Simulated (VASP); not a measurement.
# Co (P6_3/mmc) in VASP: further runs, part 2 of 2

VASP 6.6.1. Earlier steps stand in the parts before.

**3. Single point, PBEsol, collinear spin, ferromagnetic start**

INCAR

```
SYSTEM = Co
PREC = Accurate
ENCUT = 520
EDIFF = 1E-6
ISMEAR = 0
SIGMA = 0.05
LREAL = .FALSE.
LASPH = .TRUE.
NELM = 150
ALGO = Normal
ISIF = 2
LWAVE = .FALSE.
LCHARG = .FALSE.
ISPIN = 2
MAGMOM = 1.5 1.5
LORBIT = 11
LMAXMIX = 4
GGA = PS
NBANDS = 20
```

KPOINTS

```
Automatic mesh
0
G
  20 20 10
  0 0 0
```

POSCAR

```
Co
1.0
    2.4575622994      0.0000000000      0.0000000000
   -1.2287811497      2.1283113827      0.0000000000
    0.0000000000      0.0000000000      3.9663595200
Co
2
Direct
    0.3333333333      0.6666666667      0.7500000000
    0.6666666667      0.3333333333      0.2500000000
```

Potentials or basis: VASP PAW PBE potentials, release 64 (Co).

Launch:

```
cat potpaw_PBE.64/Co/POTCAR > POTCAR
mpirun -np 1 vasp_std > vasp.out
```

OUTCAR:

```text
SYSTEM = Co
   PREC = Accurate
   ENCUT = 520
   EDIFF = 1E-6
   ISMEAR = 0
   LREAL = .FALSE.
   LASPH = .TRUE.
   NELM = 150
   ISIF = 2
   ISPIN = 2
   LORBIT = 11
   GGA = PS

 ion  position               nearest neighbor table
   1  0.333  0.667  0.750-   2 2.44   2 2.44   2 2.44   2 2.44   2 2.44   2 2.44
   2  0.667  0.333  0.250-   1 2.44   1 2.44   1 2.44   1 2.44   1 2.44   1 2.44

  LATTYP: Found a hexagonal cell.
 ALAT       =     2.4575622994
 C/A-ratio  =     1.6139405788

  Lattice vectors:

 A1 = (   2.4575622994,   0.0000000000,   0.0000000000)
 A2 = (  -1.2287811497,   2.1283113827,   0.0000000000)
 A3 = (   0.0000000000,   0.0000000000,   3.9663595200)

Analysis of symmetry for initial positions (statically):
=====================================================================
 Subroutine PRICEL returns:
 Original cell was already a primitive cell.

 Routine SETGRP: Setting up the symmetry group for a
 hexagonal supercell.

 Subroutine GETGRP returns: Found 24 space group operations
 (whereof 12 operations were pure point group operations)
 out of a pool of 24 trial point group operations.

The static configuration has the point symmetry D_3d.
[... 745 lines left out ...]
      1       1.5469      1.00000
      2       6.3002      1.00000
      3       9.6579      1.00000
      4       9.6715      1.00000
      5       9.6715      1.00000
      6      10.0664      1.00000
[... 541 lines left out ...]
     19      36.0709      0.00000
     20      37.1784      0.00000

 [... further k-points ...]
[... 5 lines left out ...]
  --------------------------------------------------------------------------------------
  -------------------------------------------------------------------------------------
  Total       -0.1098197     -0.1098197     -0.1289319     -0.0000000     -0.0000000      0.0000000
  in kB       -8.4812333     -8.4812333     -9.9572441     -0.0000000     -0.0000000      0.0000000
  external PRESSURE =      -8.9732369 kB  Pullay stress =       0.0000000 kB

 VOLUME and BASIS-vectors are now :
 -----------------------------------------------------------------------------
  energy-cutoff  :      520.00
  volume of cell :       20.75
      direct lattice vectors                 reciprocal lattice vectors
     2.457562299  0.000000000  0.000000000     0.406907284  0.234928030  0.000000000
    -1.228781150  2.128311383  0.000000000     0.000000000  0.469856060  0.000000000
     0.000000000  0.000000000  3.966359520     0.000000000  0.000000000  0.252120363

 POSITION                                       TOTAL-FORCE (eV/Angst)
 -----------------------------------------------------------------------------------
     -0.00000      1.41887      2.97477         0.000000     -0.000000      0.000000
      1.22878      0.70944      0.99159        -0.000000      0.000000      0.000000
 -----------------------------------------------------------------------------------
    total drift:                               -0.000000     -0.000000     -0.000000

  FREE ENERGIE OF THE ION-ELECTRON SYSTEM (eV)
  ---------------------------------------------------
  free  energy   TOTEN  =       -15.4747805592 eV

  energy  without entropy=      -15.4726042232  energy(sigma->0) =      -15.47369239

 total charge

# of ion       s       p       d       tot
------------------------------------------
    1        0.508   0.565   7.290   8.363
    2        0.508   0.565   7.290   8.363
--------------------------------------------------
tot          1.016   1.129  14.581  16.726

 magnetization (x)

# of ion       s       p       d       tot
------------------------------------------
    1       -0.015  -0.052   1.647   1.581
    2       -0.015  -0.052   1.647   1.581
--------------------------------------------------
tot         -0.030  -0.103   3.295   3.162
```

OSZICAR:

```text
N       E                     dE             d eps       ncg     rms          rms(c)
DAV:   1     0.830593501954E+02    0.83059E+02   -0.78589E+03 22404   0.120E+03
DAV:   2    -0.134585159236E+02   -0.96518E+02   -0.86913E+02 21456   0.217E+02
DAV:   3    -0.179696456653E+02   -0.45111E+01   -0.43051E+01 23928   0.564E+01
DAV:   4    -0.180386451863E+02   -0.69000E-01   -0.68936E-01 25996   0.617E+00
DAV:   5    -0.180406181540E+02   -0.19730E-02   -0.19728E-02 24472   0.990E-01    0.164E+01
DAV:   6    -0.159032466787E+02    0.21374E+01   -0.81586E+00 24060   0.604E+01    0.753E+00
DAV:   7    -0.155090351439E+02    0.39421E+00   -0.12810E+00 25404   0.214E+01    0.394E+00
DAV:   8    -0.154915015918E+02    0.17534E-01   -0.18094E-02 28592   0.130E+00    0.196E+00
DAV:   9    -0.154743650514E+02    0.17137E-01   -0.23023E-03 35788   0.789E-01    0.743E-01
DAV:  10    -0.154750828214E+02   -0.71777E-03   -0.67846E-04 30304   0.407E-01    0.290E-01
DAV:  11    -0.154747882470E+02    0.29457E-03   -0.98355E-05 32000   0.143E-01    0.382E-02
DAV:  12    -0.154747816642E+02    0.65828E-05   -0.91038E-06 24952   0.273E-02    0.178E-02
DAV:  13    -0.154747802130E+02    0.14512E-05   -0.19148E-06 19656   0.188E-02    0.121E-02
DAV:  14    -0.154747805592E+02   -0.34621E-06   -0.70408E-07 13592   0.107E-02
   1 F= -.15474781E+02 E0= -.15473692E+02  d E =-.217634E-02  mag=     3.1479
```

Wall time 1.7 min (1 thread of Intel Xeon Platinum 8488C (Sapphire Rapids), shared host); peak memory 0.25 GiB.

Results:

* Free energy: -15.4748 eV
* Pressure: -0.9 GPa
* Net moment: 3.15 μB per cell
* Site moments: Co +1.58 μB
* Valence electrons inside the program's atomic spheres: Co 8.36

Levels at points of the mesh, in eV from the Fermi level:
Spin up:
```tsv
k point	band 7	band 8	band 9	band 10	band 11	band 12	band 13	band 14	band 15	band 16
(0.00, 0.00, 0.00)	-2.28	-1.91	-1.91	-0.72	-0.72	-0.13	6.78	22.28	25.27	25.27
(0.50, 0.00, 0.00)	-2.19	-0.58	-0.47	-0.42	1.43	3.53	10.02	10.73	13.15	14.54
(0.00, 0.00, 0.50)	-2.70	-2.70	-1.05	-1.05	-1.05	-1.05	15.56	15.56	23.04	23.04
(0.50, 0.00, 0.50)	-1.01	-1.01	-0.48	-0.48	1.64	1.64	7.66	7.66	18.87	18.87
```
Spin down:
| k point | band 3 | band 4 | band 5 | band 6 | band 7 | band 8 | band 9 | band 10 | band 11 | band 12 |
| --- | --- | --- | --- | --- | --- | --- | --- | --- | --- | --- |
| (0.00, 0.00, 0.00) | -1.05 | -1.04 | -1.04 | -0.65 | -0.65 | -0.21 | -0.21 | -0.11 | 1.10 | 1.10 |
| (0.50, 0.00, 0.00) | -3.46 | -1.93 | -1.22 | -1.10 | -0.66 | 1.24 | 1.38 | 1.42 | 2.68 | 4.52 |
| (0.00, 0.00, 0.50) | -1.64 | -1.64 | -1.11 | -1.11 | -1.11 | -1.11 | 0.74 | 0.74 | 0.74 | 0.74 |
| (0.50, 0.00, 0.50) | -2.53 | -2.53 | -0.09 | -0.09 | 0.26 | 0.26 | 1.35 | 1.35 | 2.32 | 2.32 |

Caveat: the PAW data sets were made with another functional, which shifts forces and pressure a little.

**4. Single point, PBEsol, collinear spin, antiferromagnetic start**

INCAR

```
SYSTEM = Co
PREC = Accurate
ENCUT = 520
EDIFF = 1E-7
ISMEAR = 0
SIGMA = 0.05
LREAL = .False.
LASPH = .True.
NELM = 150
ALGO = Normal
ISIF = 2
LWAVE = .False.
LCHARG = .True.
ISPIN = 2
MAGMOM = 1.5 -1.5
LORBIT = 11
LMAXMIX = 4
GGA = PS
LELF = .True.
LVHAR = .True.
NBANDS = 20
```

KPOINTS

```
Automatic mesh
0
Gamma
  20 20 10
  0 0 0
```

POSCAR is that of step 3.

Potentials or basis: VASP PAW PBE potentials, release 64 (Co).

Launch:

```
cat potpaw_PBE.64/Co/POTCAR > POTCAR
mpirun -np 1 vasp_std > vasp.out
```

OUTCAR:

```text
SYSTEM = Co
   PREC = Accurate
   ENCUT = 520
   EDIFF = 1E-7
   ISMEAR = 0
   LREAL = .False.
   LASPH = .True.
   NELM = 150
   ISIF = 2
   ISPIN = 2
   LORBIT = 11
   GGA = PS

 ion  position               nearest neighbor table
   1  0.333  0.667  0.750-   2 2.44   2 2.44   2 2.44   2 2.44   2 2.44   2 2.44
   2  0.667  0.333  0.250-   1 2.44   1 2.44   1 2.44   1 2.44   1 2.44   1 2.44

  LATTYP: Found a hexagonal cell.
 ALAT       =     2.4575622994
 C/A-ratio  =     1.6139405788

  Lattice vectors:

 A1 = (   2.4575622994,   0.0000000000,   0.0000000000)
 A2 = (  -1.2287811497,   2.1283113827,   0.0000000000)
 A3 = (   0.0000000000,   0.0000000000,   3.9663595200)

Analysis of symmetry for initial positions (statically):
=====================================================================
 Subroutine PRICEL returns:
 Original cell was already a primitive cell.

 Routine SETGRP: Setting up the symmetry group for a
 hexagonal supercell.

 Subroutine GETGRP returns: Found 24 space group operations
 (whereof 12 operations were pure point group operations)
 out of a pool of 24 trial point group operations.

The static configuration has the point symmetry D_3d.
 The point group associated with its full space group is D_6h.

Analysis of symmetry for dynamics (positions and initial velocities):
=====================================================================
 Subroutine PRICEL returns:
 Original cell was already a primitive cell.

 Routine SETGRP: Setting up the symmetry group for a
 hexagonal supercell.

 Subroutine GETGRP returns: Found 24 space group operations
 (whereof 12 operations were pure point group operations)
 out of a pool of 24 trial point group operations.

The dynamic configuration has the point symmetry D_3d.
 The point group associated with its full space group is D_6h.

Analysis of structural, dynamic, and magnetic symmetry:
=====================================================================
 Subroutine PRICEL returns:
 Original cell was already a primitive cell.

 Routine SETGRP: Setting up the symmetry group for a
 hexagonal supercell.

[... 147 lines left out ...]
 Free energy of the ion-electron system (eV)
  ---------------------------------------------------
  ext. energy  EPLUGINS =         0.00000000
  ---------------------------------------------------
  free energy    TOTEN  =       -15.09233084 eV

  energy without entropy =      -15.08622004  energy(sigma->0) =      -15.08927544

 E-fermi :  10.6831     XC(G=0): -13.8652

 val. band max:       10.6829384609   @ k =   0.4500   0.0500   0.2000
 cond. band min:      10.6851607540   @ k =   0.4500  -0.0000   0.2000
 fundamental gap:      0.0022222930
 Fermi energy:        10.6830646956

 spin component 1

 k-point     1 :       0.0000    0.0000    0.0000
  band No.  band energies     occupation
      1       1.4998      1.00000
      2       5.7726      1.00000
      3       8.7456      1.00000
      4       8.7861      1.00000
      5       8.7861      1.00000
      6       9.1499      1.00000
[... 541 lines left out ...]
     19      35.8761      0.00000
     20      36.9359      0.00000

 [... further k-points ...]

 spin component 2

 k-point     1 :       0.0000    0.0000    0.0000
  band No.  band energies     occupation
      1       1.4998      1.00000
      2       5.7726      1.00000
      3       8.7456      1.00000
      4       8.7861      1.00000
      5       8.7861      1.00000
      6       9.1499      1.00000
[... 541 lines left out ...]
     19      35.8761      0.00000
     20      36.9359      0.00000

 [... further k-points ...]
[... 5 lines left out ...]
  --------------------------------------------------------------------------------------
  -------------------------------------------------------------------------------------
  Total       -1.6362678     -1.6362678     -1.7247034      0.0000000      0.0000000      0.0000000
  in kB     -126.3668565   -126.3668565   -133.1966286      0.0000000      0.0000000      0.0000000
  external PRESSURE =    -128.6434472 kB  Pullay stress =       0.0000000 kB

 VOLUME and BASIS-vectors are now :
 -----------------------------------------------------------------------------
  energy-cutoff  :      520.00
  volume of cell :       20.75
      direct lattice vectors                 reciprocal lattice vectors
     2.457562299  0.000000000  0.000000000     0.406907284  0.234928030  0.000000000
    -1.228781150  2.128311383  0.000000000     0.000000000  0.469856060  0.000000000
     0.000000000  0.000000000  3.966359520     0.000000000  0.000000000  0.252120363

 POSITION                                       TOTAL-FORCE (eV/Angst)
 -----------------------------------------------------------------------------------
     -0.00000      1.41887      2.97477         0.000000     -0.000000      0.000000
      1.22878      0.70944      0.99159        -0.000000      0.000000      0.000000
 -----------------------------------------------------------------------------------
    total drift:                               -0.000000     -0.000000     -0.000000

  FREE ENERGIE OF THE ION-ELECTRON SYSTEM (eV)
  ---------------------------------------------------
  free  energy   TOTEN  =       -15.0923308421 eV

  energy  without entropy=      -15.0862200358  energy(sigma->0) =      -15.08927544

 total charge

# of ion       s       p       d       tot
------------------------------------------
    1        0.501   0.559   7.300   8.360
    2        0.501   0.559   7.300   8.360
--------------------------------------------------
tot          1.003   1.117  14.600  16.720

 magnetization (x)

# of ion       s       p       d       tot
------------------------------------------
    1       -0.000  -0.000  -0.001  -0.001
    2        0.000   0.000   0.001   0.001
--------------------------------------------------
tot          0.000   0.000   0.000   0.000
```

It took 4.8 min on 1 thread of Intel Xeon Platinum 8488C (Sapphire Rapids), shared host; peak memory 0.26 GiB.

Results:

```
Free energy                                           : -15.0923 eV
Pressure                                              : -12.9 GPa
Band gap on the k mesh                                : zero (filled and empty bands overlap)
Net moment                                            : 0.00 μB per cell
Valence electrons inside the program's atomic spheres : Co 8.36
```

Caveat: the starting moments collapsed, and a magnetic state may lie lower; the PAW data sets were made with another functional, which shifts forces and pressure a little.

**5. Single point, PBEsol, collinear spin, ferromagnetic start**

INCAR

```
SYSTEM = Co
PREC     = Accurate       ! precision mode
ENCUT    = 520            ! plane-wave cutoff, eV
EDIFF    = 1E-7           ! SCF threshold, eV
ISMEAR   = 0              ! smearing method
SIGMA    = 0.05           ! smearing width, eV
LREAL    = .FALSE.        ! projectors in reciprocal space
LASPH    = .TRUE.         ! aspherical terms in the spheres
NELM     = 150            ! most SCF steps
ALGO     = Normal         ! electronic algorithm
ISIF     = 2              ! what is computed and relaxed
LWAVE    = .FALSE.        ! write WAVECAR
LCHARG   = .FALSE.        ! write CHGCAR
ISPIN    = 2              ! spin polarisation
MAGMOM   = 0.5 0.5        ! initial moments
LORBIT   = 11             ! projections on sites
LMAXMIX  = 4              ! l up to which the mixer works
GGA      = PS             ! functional
NBANDS   = 20             ! bands
```

KPOINTS

```
regular mesh
0
G
  20 20 10
  0 0 0
```

POSCAR is that of step 4.

Launch:

```
cat potpaw_PBE.64/Co/POTCAR > POTCAR
mpirun -np 1 vasp_std > vasp.out
```

Wall time 2.4 min (1 thread of Intel Xeon Platinum 8488C (Sapphire Rapids), shared host); peak memory 0.26 GiB.

The run converged. Its results:

| Quantity | Value |
| --- | --- |
| Free energy | -15.4748 eV |
| Pressure | -0.9 GPa |
| Net moment | 3.15 μB per cell |
| Site moments | Co +1.58 μB |
| Valence electrons inside the program's atomic spheres | Co 8.36 |

Stress tensor (GPa, compression positive):
```
-0.81  0.00  0.00
 0.00 -0.81  0.00
 0.00  0.00 -0.96
```

Levels at points of the mesh, in eV from the Fermi level:
Spin up:
| k point | band 8 | band 9 | band 10 | band 11 | band 12 | band 13 | band 14 | band 15 |
| --- | --- | --- | --- | --- | --- | --- | --- | --- |
| (0.00, 0.00, 0.00) | -1.91 | -1.91 | -0.72 | -0.72 | -0.13 | 6.78 | 22.28 | 25.27 |
| (0.50, 0.00, 0.00) | -0.58 | -0.47 | -0.42 | 1.43 | 3.53 | 10.02 | 10.73 | 13.15 |
| (0.00, 0.00, 0.50) | -2.70 | -1.05 | -1.05 | -1.05 | -1.05 | 15.56 | 15.56 | 23.04 |
| (0.50, 0.00, 0.50) | -1.01 | -0.48 | -0.48 | 1.64 | 1.64 | 7.66 | 7.66 | 18.87 |
Spin down:
| k point | band 3 | band 4 | band 5 | band 6 | band 7 | band 8 | band 9 | band 10 | band 11 | band 12 |
| --- | --- | --- | --- | --- | --- | --- | --- | --- | --- | --- |
| (0.00, 0.00, 0.00) | -1.05 | -1.04 | -1.04 | -0.65 | -0.65 | -0.21 | -0.21 | -0.11 | 1.10 | 1.10 |
| (0.50, 0.00, 0.00) | -3.46 | -1.93 | -1.22 | -1.10 | -0.66 | 1.24 | 1.38 | 1.42 | 2.68 | 4.52 |
| (0.00, 0.00, 0.50) | -1.64 | -1.64 | -1.11 | -1.11 | -1.11 | -1.11 | 0.74 | 0.74 | 0.74 | 0.74 |
| (0.50, 0.00, 0.50) | -2.53 | -2.53 | -0.09 | -0.09 | 0.26 | 0.26 | 1.35 | 1.35 | 2.32 | 2.32 |

Caveat: the PAW data sets were made with another functional, which shifts forces and pressure a little.
